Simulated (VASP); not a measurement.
# Ta (P4/mmm) in VASP: single point with PBEsol

Aim: the single point of Ta with PBEsol.

Program: VASP 6.6.1. These are calculated values, not measurements. Logs are shortened: lines on timing, memory, paths and dates and some standing lists are left out, and cuts for length are marked.

**1. The cell of the first run**

It takes space group P4/mmm (No. 123, tetragonal). The conventional cell has a = 3.053 Å, b = 3.053 Å, c = 3.389 Å, α = 90.00°, β = 90.00°, γ = 90.00°. Ta (site symmetry 4/mmm) has 6 Ta at 3.05 to 3.39 Å within 4.0 Å.

**2. Single point, PBEsol**

INCAR reads:

```
SYSTEM = Ta
ALGO     = Normal         ! electronic algorithm
EDIFF    = 1E-6           ! SCF threshold, eV
ENCUT    = 520            ! plane-wave cutoff, eV
GGA      = PS             ! functional
ISIF     = 2              ! what is computed and relaxed
ISMEAR   = -1             ! smearing method
LASPH    = .True.         ! aspherical terms in the spheres
LCHARG   = .True.         ! write CHGCAR
LELF     = .True.         ! ELF
LREAL    = .False.        ! projectors in reciprocal space
LVHAR    = .True.       
LWAVE    = .False.        ! write WAVECAR
NBANDS   = 12             ! bands
NELM     = 60             ! most SCF steps
PREC     = Accurate       ! precision mode
SIGMA    = 0.1            ! smearing width, eV
```

KPOINTS reads:

```
k-points
0
Gamma
  9 9 9
  0 0 0
```

POSCAR reads:

```
Ta
1.0
    3.0530000000      0.0000000000      0.0000000000
    0.0000000000      3.0530000000      0.0000000000
    0.0000000000      0.0000000000      3.3890000000
Ta
1
Direct
    0.5000000000      0.5000000000      0.5000000000
```

Potentials or basis: VASP PAW PBE potentials, release 64 (Ta_pv).

On the command line:

```bash
> cat potpaw_PBE.64/Ta_pv/POTCAR > POTCAR
> mpirun -np 1 vasp_std > vasp.out
```

OUTCAR:

```text
SYSTEM = Ta
   EDIFF = 1E-6
   ENCUT = 520
   GGA = PS
   ISIF = 2
   ISMEAR = -1
   LASPH = .True.
   LREAL = .False.
   NELM = 60
   PREC = Accurate

 ion  position               nearest neighbor table
   1  0.500  0.500  0.500-

  LATTYP: Found a simple tetragonal cell.
 ALAT       =     3.0530000000
 C/A-ratio  =     1.1100556829

  Lattice vectors:

 A1 = (   3.0530000000,   0.0000000000,   0.0000000000)
 A2 = (   0.0000000000,   3.0530000000,   0.0000000000)
 A3 = (   0.0000000000,   0.0000000000,   3.3890000000)

Analysis of symmetry for initial positions (statically):
=====================================================================
 Subroutine PRICEL returns:
 Original cell was already a primitive cell.

 Routine SETGRP: Setting up the symmetry group for a
 simple tetragonal supercell.

 Subroutine GETGRP returns: Found 16 space group operations
 (whereof 16 operations were pure point group operations)
 out of a pool of 16 trial point group operations.

The static configuration has the point symmetry D_4h.

Analysis of symmetry for dynamics (positions and initial velocities):
=====================================================================
 Subroutine PRICEL returns:
 Original cell was already a primitive cell.

 Routine SETGRP: Setting up the symmetry group for a
 simple tetragonal supercell.

 Subroutine GETGRP returns: Found 16 space group operations
 (whereof 16 operations were pure point group operations)
 out of a pool of 16 trial point group operations.

The dynamic configuration has the point symmetry D_4h.

 Subroutine INISYM returns: Found 16 space group operations
 (whereof 16 operations are pure point group operations),
 and found     1 'primitive' translations

----------------------------------------------------------------------------------------

                                     Primitive cell

  volume of cell :      31.5882

  direct lattice vectors                    reciprocal lattice vectors
     3.053000000  0.000000000  0.000000000     0.327546675  0.000000000  0.000000000
     0.000000000  3.053000000  0.000000000     0.000000000  0.327546675  0.000000000
     0.000000000  0.000000000  3.389000000     0.000000000  0.000000000  0.295072293

  length of vectors
     3.053000000  3.053000000  3.389000000     0.327546675  0.327546675  0.295072293

  position of ions in fractional coordinates (direct lattice)
     0.500000000  0.500000000  0.500000000

  ion indices of the primitive-cell ions
   primitive index   ion index
                 1           1

----------------------------------------------------------------------------------------

 KPOINTS: k-points

Automatic generation of k-mesh.
 Grid dimensions read from file:
 generate k-points for:    9    9    9

 Generating k-lattice:

  Cartesian coordinates                     Fractional coordinates (reciprocal lattice)
     0.036394075  0.000000000  0.000000000     0.111111111  0.000000000  0.000000000
     0.000000000  0.036394075  0.000000000     0.000000000  0.111111111  0.000000000
     0.000000000  0.000000000  0.032785810     0.000000000  0.000000000  0.111111111

  Length of vectors
     0.036394075  0.036394075  0.032785810

  Shift w.r.t. Gamma in fractional coordinates (k-lattice)
     0.000000000  0.000000000  0.000000000

 Subroutine IBZKPT returns following result:
 ===========================================

 Found     75 irreducible k-points:

 Following reciprocal coordinates:
            Coordinates               Weight
  0.000000  0.000000  0.000000      1.000000
  0.111111  0.000000  0.000000      4.000000
  0.222222  0.000000  0.000000      4.000000
  0.333333  0.000000  0.000000      4.000000
  0.444444  0.000000  0.000000      4.000000
  0.111111  0.111111  0.000000      4.000000
[... 16 lines left out ...]
  0.333333  0.111111  0.111111     16.000000
  0.444444  0.111111  0.111111     16.000000
 [... further k-points ...]
   k-points           NKPTS =     75   k-points in BZ     NKDIM =     75   number of bands    NBANDS=     12
   number of dos      NEDOS =    301   number of ions     NIONS =      1
   total plane-waves  NPLWV =  16128
   dimension x,y,z NGX =    24 NGY =   24 NGZ =   28
   dimension x,y,z NGXF=    48 NGYF=   48 NGZF=   56
   ions per type =               1
   NGX,Y,Z   is equivalent  to a cutoff of  13.07, 13.07, 13.74 a.u.
   NGXF,Y,Z  is equivalent  to a cutoff of  26.14, 26.14, 27.47 a.u.
 SYSTEM =  Ta
   PREC   = accura    normal or accurate (medium, high low for compatibility)
   ISTART =      0    job   : 0-new  1-cont  2-samecut
   ICHARG =      2    charge: 1-file 2-atom 10-const
   ISPIN  =      1    spin polarized calculation?
   LNONCOLLINEAR =      F non collinear calculations
   LSORBIT =      F    spin-orbit coupling
   LASPH  =      T    aspherical Exc in radial PAW
   ENCUT  =  520.0 eV  38.22 Ry    6.18 a.u.   5.68  5.68  6.30*2*pi/ulx,y,z
   NELM   =     60;   NELMIN=  2; NELMDL= -5     # of ELM steps
   EDIFF  = 0.1E-05   stopping-criterion for ELM
   LREAL  =      F    real-space projection
   EDIFFG = 0.1E-04   stopping-criterion for IOM
   NSW    =      0    number of steps for IOM
   IBRION =     -1    ionic relax: 0-MD 1-quasi-New 2-CG
   NFREE  =      0    steps in history (QN), initial steepest desc. (CG)
   ISIF   =      2    stress and relaxation
   ISYM   =      2    0-nonsym 1-usesym 2-fastsym
   POTIM  = 0.5000    time-step for ionic-motion
   TEBEG  =    0.0;   TEEND  =   0.0 temperature during run
   PSTRESS=    0.0 pullay stress
   NELECT =      11.0000    total number of electrons
   NUPDOWN=      -1.0000    fix difference up-down
   EMIN   =  10.00;   EMAX   =-10.00  energy-range for DOS
   EFERMI =   0.00;   METHOD = LEGACY
   ISMEAR =    -1;   SIGMA  =   0.10  broadening in eV -4-tet -1-fermi 0-gaus
   EFERMI_NEDOS =   21; number of points for ismear=-14 and -15
   IALGO  =     38    algorithm
   IMIX   =      4    mixing-type and parameters
     AMIX     =   0.40;   BMIX     =  1.00
     AMIX_MAG =   1.60;   BMIX_MAG =  1.00
  volume/ion in A,a.u.               =      31.59       213.17
  Fermi-wavevector in a.u.,A,eV,Ry     =   1.151765  2.176521 18.048990  1.326563
  Thomas-Fermi vector in A             =   2.288421
   LORBIT       =      0    0 simple, 1 ext, 2 COOP (PROOUT), +10 PAW based schemes
   GGA     = PS    functional components
   LHFCALC =     F    Hartree Fock is set to
   AEXX    =    0.0000 exact exchange contribution
   IVDW    =     0    specifies the selected vdW correction
   LEPSILON=     F    determine dielectric tensor
   LRPA    =     F    only Hartree local field effects (RPA)
 non-spin polarized calculation
  energy-cutoff  :      520.00
  volume of cell :       31.59
 maximum number of plane-waves:       864
 NGX is ok and might be reduce to    24
   NGX = 11   NGY = 11   NGZ = 13

 number of electron      11.0000000 magnetization

 Free energy of the ion-electron system (eV)
  ---------------------------------------------------
  ext. energy  EPLUGINS =         0.00000000
  ---------------------------------------------------
  free energy    TOTEN  =        -9.84541409 eV

  energy without entropy =       -9.78616801  energy(sigma->0) =       -9.81579105

 E-fermi :   1.6729     XC(G=0):  -9.9698

 val. band max:        1.6554480156   @ k =   0.4444   0.2222   0.2222
 cond. band min:       1.6903756352   @ k =   0.3333   0.3333   0.3333
 fundamental gap:      0.0349276196
 Fermi energy:         1.6728740342

 k-point     1 :       0.0000    0.0000    0.0000
  band No.  band energies     occupation
      1     -33.1626      2.00000
      2     -32.9190      2.00000
      3     -32.9190      2.00000
      4      -4.0971      2.00000
      5       0.0129      2.00000
      6       0.2148      2.00000
      7       4.9620      0.00000
      8       4.9620      0.00000
      9       5.5960      0.00000
     10      10.5378      0.00000
     11      13.5642      0.00000
     12      13.5642      0.00000

 k-point     2 :       0.1111    0.0000    0.0000
  band No.  band energies     occupation
      1     -33.1583      2.00000
      2     -32.9678      2.00000
      3     -32.9150      2.00000
      4      -3.8295      2.00000
      5       0.1651      2.00000
      6       0.3646      2.00000
      7       4.5224      0.00000
      8       4.9915      0.00000
      9       5.2567      0.00000
     10      11.1285      0.00000
     11      11.9264      0.00000
     12      14.0819      0.00000

 k-point     3 :       0.2222    0.0000    0.0000
  band No.  band energies     occupation
      1     -33.1474      2.00000
      2     -33.0896      2.00000
      3     -32.9049      2.00000
      4      -3.1098      2.00000
      5       0.4043      1.99999
      6       0.9282      1.99883
      7       3.6545      0.00000
      8       4.5299      0.00000
      9       5.0673      0.00000
     10       9.7563      0.00000
     11      12.4265      0.00000
     12      14.7971      0.00000
[... 286 lines left out ...]
 k-point    23 :       0.3333    0.1111    0.1111
  band No.  band energies     occupation
      1     -33.2188      2.00000
      2     -33.1465      2.00000
      3     -32.9399      2.00000
      4      -1.6972      2.00000
      5       0.9545      1.99848
      6       1.5409      1.57822
      7       2.8001      0.00003
      8       3.6828      0.00000
      9       4.6242      0.00000
     10       8.8668      0.00000
     11      12.7989      0.00000
     12      14.7449      0.00000

 k-point    24 :       0.4444    0.1111    0.1111
  band No.  band energies     occupation
      1     -33.3053      2.00000
      2     -33.1382      2.00000
      3     -32.9320      2.00000
      4      -0.8575      2.00000
      5       1.0933      1.99394
      6       1.2460      1.97238
      7       2.4593      0.00077
      8       3.9999      0.00000
      9       4.7024      0.00000
     10       8.0643      0.00000
     11      13.4762      0.00000
     12      14.4891      0.00000

 [... further k-points ...]

------------------------ aborting loop because EDIFF is reached ----------------------------------------

  FORCE on cell =-STRESS in cart. coord.  units (eV):
  Direction    XX          YY          ZZ          XY          YZ          ZX
  --------------------------------------------------------------------------------------
  -------------------------------------------------------------------------------------
  Total       -5.2075257     -5.2075257     -5.8177364      0.0000000      0.0000000      0.0000000
  in kB     -264.1294521   -264.1294521   -295.0797771      0.0000000      0.0000000      0.0000000
  external PRESSURE =    -274.4462271 kB  Pullay stress =       0.0000000 kB

 VOLUME and BASIS-vectors are now :
 -----------------------------------------------------------------------------
  energy-cutoff  :      520.00
  volume of cell :       31.59
      direct lattice vectors                 reciprocal lattice vectors
     3.053000000  0.000000000  0.000000000     0.327546675  0.000000000  0.000000000
     0.000000000  3.053000000  0.000000000     0.000000000  0.327546675  0.000000000
     0.000000000  0.000000000  3.389000000     0.000000000  0.000000000  0.295072293

 POSITION                                       TOTAL-FORCE (eV/Angst)
 -----------------------------------------------------------------------------------
      1.52650      1.52650      1.69450         0.000000      0.000000      0.000000
 -----------------------------------------------------------------------------------
    total drift:                                0.000000     -0.000000     -0.000000

  FREE ENERGIE OF THE ION-ELECTRON SYSTEM (eV)
  ---------------------------------------------------
  free  energy   TOTEN  =        -9.8454140882 eV

  energy  without entropy=       -9.7861680129  energy(sigma->0) =       -9.81579105
```

Wall time 19 s (1 thread of Intel Xeon Platinum 8259CL at 2.50GHz (Skylake/Cascade Lake), shared host); peak memory 0.16 GiB.

What came out:

```yaml
Free_energy: -9.8454 eV
Pressure: -27.4 GPa
```

Levels at points of the mesh, in eV from the Fermi level:
```
           k point  band 3  band 4  band 5  band 6  band 7  band 8  band 9  band 10
(0.00, 0.00, 0.00)  -34.59   -5.77   -1.66   -1.46    3.29    3.29    3.92     8.86
```

Caveat: the PAW data sets were made with another functional, which shifts forces and pressure a little; spin-orbit coupling is left out, which moves the levels of the heavy elements.
